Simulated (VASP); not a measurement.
Here is a VASP 6.6.1 calculation.

INCAR

```
PREC = Accurate
ENCUT = 520
EDIFF = 1E-7
ISMEAR = -1
SIGMA = 0.05
LREAL = False
LASPH = True
NELM = 80
ALGO = Normal
ISIF = 2
LWAVE = False
LCHARG = True
GGA = PS
LELF = True
LVHAR = True
NBANDS = 20
```

KPOINTS

```
Automatic mesh
0
Gamma
  10 10 6
```

Contents of POSCAR:

```
Ta2N
1.0
    3.0506042759      0.0000000000      0.0000000000
   -1.5253021379      2.6419007997      0.0000000000
    0.0000000000      0.0000000000      4.8698410000
Ta N
2 1
Direct
    0.3333333333      0.6666666667      0.2547110000
    0.6666666667      0.3333333333      0.7452890000
    0.0000000000      0.0000000000      0.0000000000
```

Potentials or basis: VASP PAW PBE potentials, release 64 (Ta_pv, N).

The run is started by

```console
$ cat potpaw_PBE.64/Ta_pv/POTCAR potpaw_PBE.64/N/POTCAR > POTCAR
$ mpirun -np 1 vasp_std > vasp.out
```

(1) Estimate the largest force.

(2) Estimate the pressure.

## Answers

(1) 0.144 eV/Å.

(2) 3.0 GPa.

Caveat: the PAW data sets were made with another functional, which shifts forces and pressure a little.
